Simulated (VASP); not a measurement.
# Ti (P2_1/m) in VASP: single point with PBE

Aim: the single point of Ti with PBE.

Program: VASP 6.6.1. These are calculated values, not measurements. Logs are shortened: lines on timing, memory, paths and dates and some standing lists are left out, and cuts for length are marked.

## (1) The cell of the first run

Symmetry: P2_1/m, No. 11, monoclinic system. Conventional cell: a = 2.938 Å, b = 4.651 Å, c = 2.938 Å, α = 90.00°, β = 120.00°, γ = 90.00°. Ti (site symmetry m) has 12 Ti at 2.67 to 3.07 Å within 3.5 Å.

## (2) Single point, PBE (mode 4 (129.9 1/cm) frozen in, largest displacement -0.200 Å)

INCAR reads:

```
SYSTEM = Ti
PREC     = Accurate       ! precision mode
ENCUT    = 520            ! plane-wave cutoff, eV
EDIFF    = 1E-6           ! SCF threshold, eV
ISMEAR   = 0              ! smearing method
SIGMA    = 0.15           ! smearing width, eV
LREAL    = .FALSE.        ! projectors in reciprocal space
LASPH    = .TRUE.         ! aspherical terms in the spheres
NELM     = 80             ! most SCF steps
ALGO     = Fast           ! electronic algorithm
ISIF     = 2              ! what is computed and relaxed
LWAVE    = .FALSE.        ! write WAVECAR
LCHARG   = .TRUE.         ! write CHGCAR
GGA      = PE             ! functional
LELF     = .TRUE.         ! ELF
LVHAR    = .TRUE.       
NBANDS   = 19             ! bands
```

KPOINTS reads:

```
Automatic mesh
0
G
  24 24 14
  0 0 0
```

POSCAR reads:

```
Ti
1.0
    2.9384580613      0.0000000000      0.0000000000
   -1.4692290306      2.5447793290      0.0000000000
    0.0000000000      0.0000000000      4.6506340146
Ti
2
Direct
    0.2574190240      0.6110935352      0.2500000000
    0.7425809760      0.3889064648      0.7500000000
```

Potentials or basis: VASP PAW PBE potentials, release 64 (Ti_sv).

Launch:

```bash
cat potpaw_PBE.64/Ti_sv/POTCAR > POTCAR
mpirun -np 1 vasp_std > vasp.out
```

OUTCAR:

```text
SYSTEM = Ti
   PREC = Accurate
   ENCUT = 520
   EDIFF = 1E-6
   ISMEAR = 0
   LREAL = .FALSE.
   LASPH = .TRUE.
   NELM = 80
   ISIF = 2
   GGA = PE

 ion  position               nearest neighbor table
   1  0.257  0.611  0.250-   2 2.67   2 2.67
   2  0.743  0.389  0.750-   1 2.67   1 2.67

  LATTYP: Found a hexagonal cell.
 ALAT       =     2.9384580613
 C/A-ratio  =     1.5826783699

  Lattice vectors:

 A1 = (   2.9384580613,   0.0000000000,   0.0000000000)
 A2 = (  -1.4692290306,   2.5447793290,   0.0000000000)
 A3 = (   0.0000000000,   0.0000000000,   4.6506340146)

Analysis of symmetry for initial positions (statically):
=====================================================================
 Subroutine PRICEL returns:
 Original cell was already a primitive cell.

 Routine SETGRP: Setting up the symmetry group for a
 hexagonal supercell.

 Subroutine GETGRP returns: Found  4 space group operations
 (whereof  2 operations were pure point group operations)
 out of a pool of 24 trial point group operations.

The static configuration has the point symmetry S_2 .
 The point group associated with its full space group is C_2h.

Analysis of symmetry for dynamics (positions and initial velocities):
=====================================================================
 Subroutine PRICEL returns:
 Original cell was already a primitive cell.

 Routine SETGRP: Setting up the symmetry group for a
 hexagonal supercell.

 Subroutine GETGRP returns: Found  4 space group operations
 (whereof  2 operations were pure point group operations)
 out of a pool of 24 trial point group operations.

The dynamic configuration has the point symmetry S_2 .
 The point group associated with its full space group is C_2h.

 Subroutine INISYM returns: Found  4 space group operations
 (whereof  2 operations are pure point group operations),
 and found     1 'primitive' translations

----------------------------------------------------------------------------------------

                                     Primitive cell

  volume of cell :      34.7762

  direct lattice vectors                    reciprocal lattice vectors
     2.938458061  0.000000000  0.000000000     0.340314539  0.196480691  0.000000000
    -1.469229031  2.544779329  0.000000000     0.000000000  0.392961381  0.000000000
     0.000000000  0.000000000  4.650634015     0.000000000  0.000000000  0.215024445

  length of vectors
     2.938458061  2.938458061  4.650634015     0.392961381  0.392961381  0.215024445

  position of ions in fractional coordinates (direct lattice)
     0.257419024  0.611093535  0.250000000
     0.742580976  0.388906465  0.750000000

  ion indices of the primitive-cell ions
   primitive index   ion index
                 1           1
                 2           2

----------------------------------------------------------------------------------------

 KPOINTS: Automatic mesh

Automatic generation of k-mesh.
 Grid dimensions read from file:
 generate k-points for:   24   24   14

 Generating k-lattice:

  Cartesian coordinates                     Fractional coordinates (reciprocal lattice)
     0.014179772  0.008186695  0.000000000     0.041666667 -0.000000000  0.000000000
     0.000000000  0.016373391  0.000000000     0.000000000  0.041666667  0.000000000
     0.000000000  0.000000000  0.015358889     0.000000000  0.000000000  0.071428571

  Length of vectors
     0.016373391  0.016373391  0.015358889

  Shift w.r.t. Gamma in fractional coordinates (k-lattice)
     0.000000000  0.000000000  0.000000000

 Subroutine IBZKPT returns following result:
 ===========================================

 Found   2320 irreducible k-points:

 Following reciprocal coordinates:
            Coordinates               Weight
  0.000000  0.000000  0.000000      1.000000
  0.041667  0.000000  0.000000      2.000000
  0.000000  0.041667  0.000000      2.000000
 -0.041667  0.041667  0.000000      2.000000
  0.083333  0.000000  0.000000      2.000000
  0.000000  0.083333  0.000000      2.000000
[... 16 lines left out ...]
  0.333333 -0.000000  0.000000      2.000000
  0.000000  0.333333  0.000000      2.000000
 [... further k-points ...]
   k-points           NKPTS =   2320   k-points in BZ     NKDIM =   2320   number of bands    NBANDS=     19
   number of dos      NEDOS =    301   number of ions     NIONS =      2
   total plane-waves  NPLWV =  20736
   dimension x,y,z NGX =    24 NGY =   24 NGZ =   36
   dimension x,y,z NGXF=    48 NGYF=   48 NGZF=   72
   ions per type =               2
   NGX,Y,Z   is equivalent  to a cutoff of  13.58, 13.58, 12.87 a.u.
   NGXF,Y,Z  is equivalent  to a cutoff of  27.16, 27.16, 25.74 a.u.
 SYSTEM =  Ti
   PREC   = accura    normal or accurate (medium, high low for compatibility)
   ISTART =      0    job   : 0-new  1-cont  2-samecut
   ICHARG =      2    charge: 1-file 2-atom 10-const
   ISPIN  =      1    spin polarized calculation?
   LNONCOLLINEAR =      F non collinear calculations
   LSORBIT =      F    spin-orbit coupling
   LASPH  =      T    aspherical Exc in radial PAW
   ENCUT  =  520.0 eV  38.22 Ry    6.18 a.u.   5.46  5.46  8.65*2*pi/ulx,y,z
   NELM   =     80;   NELMIN=  2; NELMDL= -5     # of ELM steps
   EDIFF  = 0.1E-05   stopping-criterion for ELM
   LREAL  =      F    real-space projection
   EDIFFG = 0.1E-04   stopping-criterion for IOM
   NSW    =      0    number of steps for IOM
   IBRION =     -1    ionic relax: 0-MD 1-quasi-New 2-CG
   NFREE  =      0    steps in history (QN), initial steepest desc. (CG)
   ISIF   =      2    stress and relaxation
   ISYM   =      2    0-nonsym 1-usesym 2-fastsym
   POTIM  = 0.5000    time-step for ionic-motion
   TEBEG  =    0.0;   TEEND  =   0.0 temperature during run
   PSTRESS=    0.0 pullay stress
   NELECT =      24.0000    total number of electrons
   NUPDOWN=      -1.0000    fix difference up-down
   EMIN   =  10.00;   EMAX   =-10.00  energy-range for DOS
   EFERMI =   0.00;   METHOD = LEGACY
   ISMEAR =     0;   SIGMA  =   0.15  broadening in eV -4-tet -1-fermi 0-gaus
   EFERMI_NEDOS =   21; number of points for ismear=-14 and -15
   IALGO  =     68    algorithm
   IMIX   =      4    mixing-type and parameters
     AMIX     =   0.40;   BMIX     =  1.00
     AMIX_MAG =   1.60;   BMIX_MAG =  1.00
  volume/ion in A,a.u.               =      17.39       117.34
  Fermi-wavevector in a.u.,A,eV,Ry     =   1.446721  2.733905 28.476998  2.093000
  Thomas-Fermi vector in A             =   2.564757
   LORBIT       =      0    0 simple, 1 ext, 2 COOP (PROOUT), +10 PAW based schemes
   GGA     = PE    functional components
   LHFCALC =     F    Hartree Fock is set to
   AEXX    =    0.0000 exact exchange contribution
   IVDW    =     0    specifies the selected vdW correction
   LEPSILON=     F    determine dielectric tensor
   LRPA    =     F    only Hartree local field effects (RPA)
 non-spin polarized calculation
 RMM-DIIS sequential band-by-band and
 Gauss-broadening in eV      SIGMA  =   0.15
  energy-cutoff  :      520.00
  volume of cell :       34.78
 maximum number of plane-waves:       965
 NGX is ok and might be reduce to    24
   NGX = 11   NGY = 11   NGZ = 17

 number of electron      24.0000004 magnetization

 Free energy of the ion-electron system (eV)
  ---------------------------------------------------
  ext. energy  EPLUGINS =         0.00000000
  ---------------------------------------------------
  free energy    TOTEN  =       -15.57966716 eV

  energy without entropy =      -15.54893039  energy(sigma->0) =      -15.56429878

 E-fermi :   8.2079     XC(G=0): -11.4847

 val. band max:        8.2076133290   @ k =   0.2083   0.2917  -0.2857
 cond. band min:       8.2088290135   @ k =  -0.3333  -0.4167   0.5000
 fundamental gap:      0.0012156846
 Fermi energy:         8.2079278424

 k-point     1 :       0.0000    0.0000    0.0000
  band No.  band energies     occupation
      1     -48.5316      2.00000
      2     -48.3728      2.00000
      3     -25.1484      2.00000
      4     -24.5111      2.00000
      5     -24.4383      2.00000
      6     -24.4362      2.00000
[... 11 lines left out ...]
     18      10.7181      0.00000
     19      10.7218      0.00000

 k-point     2 :       0.0417    0.0000    0.0000
  band No.  band energies     occupation
      1     -48.5298      2.00000
      2     -48.3722      2.00000
      3     -25.1442      2.00000
      4     -24.5183      2.00000
      5     -24.4488      2.00000
      6     -24.4298      2.00000
[... 11 lines left out ...]
     18      10.5285      0.00000
     19      10.9039      0.00000

 k-point     3 :       0.0000    0.0417    0.0000
  band No.  band energies     occupation
      1     -48.5301      2.00000
      2     -48.3719      2.00000
      3     -25.1455      2.00000
      4     -24.5139      2.00000
      5     -24.4514      2.00000
      6     -24.4375      2.00000
[... 11 lines left out ...]
     18      10.6341      0.00000
     19      10.9512      0.00000

 k-point     4 :      -0.0417    0.0417    0.0000
  band No.  band energies     occupation
      1     -48.5300      2.00000
      2     -48.3720      2.00000
      3     -25.1449      2.00000
      4     -24.5159      2.00000
      5     -24.4456      2.00000
      6     -24.4397      2.00000
[... 11 lines left out ...]
     18      10.6744      0.00000
     19      10.8483      0.00000

 k-point     5 :       0.0833    0.0000    0.0000
  band No.  band energies     occupation
      1     -48.5245      2.00000
      2     -48.3704      2.00000
      3     -25.1317      2.00000
      4     -24.5395      2.00000
      5     -24.4640      2.00000
      6     -24.4266      2.00000
[... 11 lines left out ...]
     18      10.3273      0.00000
     19      11.0775      0.00000

 k-point     6 :       0.0000    0.0833    0.0000
  band No.  band energies     occupation
      1     -48.5256      2.00000
      2     -48.3694      2.00000
      3     -25.1369      2.00000
      4     -24.5230      2.00000
      5     -24.4789      2.00000
      6     -24.4517      2.00000
[... 11 lines left out ...]
     18      10.5686      0.00000
     19      11.3068      0.00000

 k-point     7 :      -0.0833    0.0833    0.0000
  band No.  band energies     occupation
      1     -48.5252      2.00000
      2     -48.3698      2.00000
      3     -25.1347      2.00000
      4     -24.5314      2.00000
      5     -24.4640      2.00000
      6     -24.4527      2.00000
[... 11 lines left out ...]
     18      10.5803      0.00000
     19      11.0726      0.00000

 k-point     8 :       0.1250    0.0000    0.0000
  band No.  band energies     occupation
      1     -48.5160      2.00000
      2     -48.3677      2.00000
      3     -25.1114      2.00000
      4     -24.5733      2.00000
      5     -24.4823      2.00000
      6     -24.4348      2.00000
[... 256 lines left out ...]
 k-point    20 :       0.2917   -0.0000    0.0000
  band No.  band energies     occupation
      1     -48.4605      2.00000
      2     -48.3547      2.00000
      3     -24.9696      2.00000
      4     -24.7765      2.00000
      5     -24.6730      2.00000
      6     -24.5647      2.00000
[... 11 lines left out ...]
     18      10.8122      0.00000
     19      11.6410      0.00000

 k-point    21 :       0.0000    0.2917    0.0000
  band No.  band energies     occupation
      1     -48.4741      2.00000
      2     -48.3416      2.00000
      3     -25.0353      2.00000
      4     -24.7847      2.00000
      5     -24.6697      2.00000
      6     -24.5784      2.00000
[... 11 lines left out ...]
     18      11.0062      0.00000
     19      11.7297      0.00000

 k-point    22 :      -0.2917    0.2917    0.0000
  band No.  band energies     occupation
      1     -48.4687      2.00000
      2     -48.3469      2.00000
      3     -25.0094      2.00000
      4     -24.7820      2.00000
      5     -24.6828      2.00000
      6     -24.5532      2.00000
[... 11 lines left out ...]
     18      10.9984      0.00000
     19      11.4068      0.00000

 k-point    23 :       0.3333   -0.0000    0.0000
  band No.  band energies     occupation
      1     -48.4451      2.00000
      2     -48.3530      2.00000
      3     -24.9260      2.00000
      4     -24.8263      2.00000
      5     -24.7332      2.00000
      6     -24.5830      2.00000
[... 11 lines left out ...]
     18      11.1503      0.00000
     19      11.6952      0.00000

 k-point    24 :       0.0000    0.3333    0.0000
  band No.  band energies     occupation
      1     -48.4627      2.00000
      2     -48.3359      2.00000
      3     -25.0119      2.00000
      4     -24.8459      2.00000
      5     -24.7161      2.00000
      6     -24.5938      2.00000
[... 11 lines left out ...]
     18      11.2624      0.00000
     19      11.7191      0.00000

 [... further k-points ...]
[... 5 lines left out ...]
  --------------------------------------------------------------------------------------
  -------------------------------------------------------------------------------------
  Total        0.1788535     -1.0036700      0.1619961      0.7635858      0.0000000      0.0000000
  in kB        8.2399831    -46.2402044      7.4633411     35.1792530      0.0000000      0.0000000
  external PRESSURE =     -10.1789601 kB  Pullay stress =       0.0000000 kB

 VOLUME and BASIS-vectors are now :
 -----------------------------------------------------------------------------
  energy-cutoff  :      520.00
  volume of cell :       34.78
      direct lattice vectors                 reciprocal lattice vectors
     2.938458061  0.000000000  0.000000000     0.340314539  0.196480691  0.000000000
    -1.469229031  2.544779329  0.000000000     0.000000000  0.392961381  0.000000000
     0.000000000  0.000000000  4.650634015     0.000000000  0.000000000  0.215024445

 POSITION                                       TOTAL-FORCE (eV/Angst)
 -----------------------------------------------------------------------------------
     -0.14142      1.55510      1.16266         0.345274      0.292436      0.000000
      1.61065      0.98968      3.48798        -0.345274     -0.292436      0.000000
 -----------------------------------------------------------------------------------
    total drift:                               -0.000000      0.000000      0.000000

  FREE ENERGIE OF THE ION-ELECTRON SYSTEM (eV)
  ---------------------------------------------------
  free  energy   TOTEN  =       -15.5796671602 eV

  energy  without entropy=      -15.5489303924  energy(sigma->0) =      -15.56429878
```

Run time: 24 min. Hardware: 1 thread of Intel Xeon 6975P-C (Granite Rapids), shared host; peak memory 1.2 GiB.

Results:

* Free energy: -15.5797 eV
* Pressure: -1.0 GPa
* Largest force: 0.452 eV/Å
* Band gap on the k mesh: zero (band 12 reaches 9.04 eV, above the bottom of band 13 at 7.75 eV)

Forces on the atoms (eV/Å):
```
Ti   0.345  0.292  0.000
Ti  -0.345 -0.292  0.000
```

Stress tensor (GPa, compression positive):
```
 0.82  3.52  0.00
 3.52 -4.62  0.00
 0.00  0.00  0.75
```

Levels at points of the mesh, in eV from the Fermi level:
```csv
k point,band 10,band 11,band 12,band 13,band 14,band 15
"(0.00, 0.00, 0.00)",-2.49,0.50,0.83,0.93,1.11,1.19
"(0.50, 0.00, 0.00)",-1.82,-0.96,-0.60,-0.33,0.75,0.96
"(0.00, 0.50, 0.00)",-2.10,-1.92,-0.37,0.65,1.27,1.67
"(0.50, 0.50, 0.00)",-1.85,-1.83,-0.42,0.82,0.93,1.18
"(0.00, 0.00, 0.50)",-4.22,0.07,0.07,0.72,0.72,1.07
"(0.50, 0.00, 0.50)",-2.55,-0.65,-0.65,1.49,1.49,1.93
"(0.00, 0.50, 0.50)",-2.25,-1.01,-1.01,1.11,1.11,2.31
"(0.50, 0.50, 0.50)",-2.39,-0.96,-0.96,1.21,1.21,2.42
```

Caveat: the cell differs from its parent crystal (mode 4 (129.9 1/cm) frozen in, largest displacement -0.200 Å).
